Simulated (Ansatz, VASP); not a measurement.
**One calculation of BeSi, two programs**

```xyz
2
Lattice="1.2467 0.7198 4.2857 -1.2467 0.7198 4.2857 0.0000 -1.4396 4.2857" Properties=species:S:1:pos:R:3 pbc="T T T"
Be    0.0000    0.0000    0.0000
Si    0.0000    0.0000    6.4285
```

Alike in both runs: functional PBE; k mesh 6 × 6 × 6; occupations gaussian, width 0.1 eV; no spin polarisation.

Ansatz relaxed the structure, and its values are those at the end. VASP's run is a single point on that final structure, the one shown.

|  | VASP | Ansatz |
| --- | --- | --- |
| version | VASP 6.6.1 | Ansatz 0.2.0 |
| potentials or method | VASP PAW PBE potentials, release 64 (Be, Si), cutoff 520 eV | scalar-relativistic, plane waves, PAW |
| valence electrons in the cell | 6 | 6 |

```tsv
	VASP	Ansatz	Ansatz less VASP
gap on the k mesh at the Fermi level (eV)	none	none	-
pressure (GPa)	0.0	0.0	+0.05
```

A gap of «none» marks a metal or a gap that the smearing closes.

The k mesh is coarse, so the values compare programs but aren't converged.
